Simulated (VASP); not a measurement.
Write the native input for VASP 6.6.1 that does the following.

```
Task                   : single point
Functional             : LDA
Potentials or basis    : VASP PAW LDA potentials, release 64 (Ag)
Cutoff                 : 520 eV
k mesh                 : 24 × 24 × 24
Occupations            : fermi-dirac, width 0.05 eV
Spin                   : no spin polarisation
Dipole correction      : no
Further INCAR settings : ALGO = Normal; EDIFF = 1e-06; NBANDS = 12
```

The structure of Ag lies in POSCAR:

```
Ag
1.0
    0.0000000000      1.9957317602      1.9957317602
    1.9957317602      0.0000000000      1.9957317602
    1.9957317602      1.9957317602      0.0000000000
Ag
1
Direct
    0.0000000000      0.0000000000      0.0000000000
```

These files were run (other wordings do the same):

INCAR

```
PREC     = Accurate       # precision mode
ENCUT    = 520            # plane-wave cutoff, eV
EDIFF    = 1E-6           # SCF threshold, eV
ISMEAR   = -1             # smearing method
SIGMA    = 0.05           # smearing width, eV
LREAL    = False          # projectors in reciprocal space
LASPH    = True           # aspherical terms in the spheres
NELM     = 100            # most SCF steps
ALGO     = Normal         # electronic algorithm
ISIF     = 2              # what is computed and relaxed
LWAVE    = False          # write WAVECAR
LCHARG   = False          # write CHGCAR
NBANDS   = 12             # bands
```

KPOINTS

```
regular mesh
0
Gamma
  24 24 24
```

Potentials or basis: VASP PAW LDA potentials, release 64 (Ag).

Command:

```sh
$ cat potpaw_LDA.64/Ag/POTCAR > POTCAR
$ mpirun -np 1 vasp_std > vasp.out
```

It gave:

| Property | Result |
| --- | --- |
| Pressure | 1.1 GPa |

Run time: 24 s on 1 thread of Intel(R) Xeon(R) 6975P-C (Granite Rapids), on a shared host, peak memory 0.18 GiB.
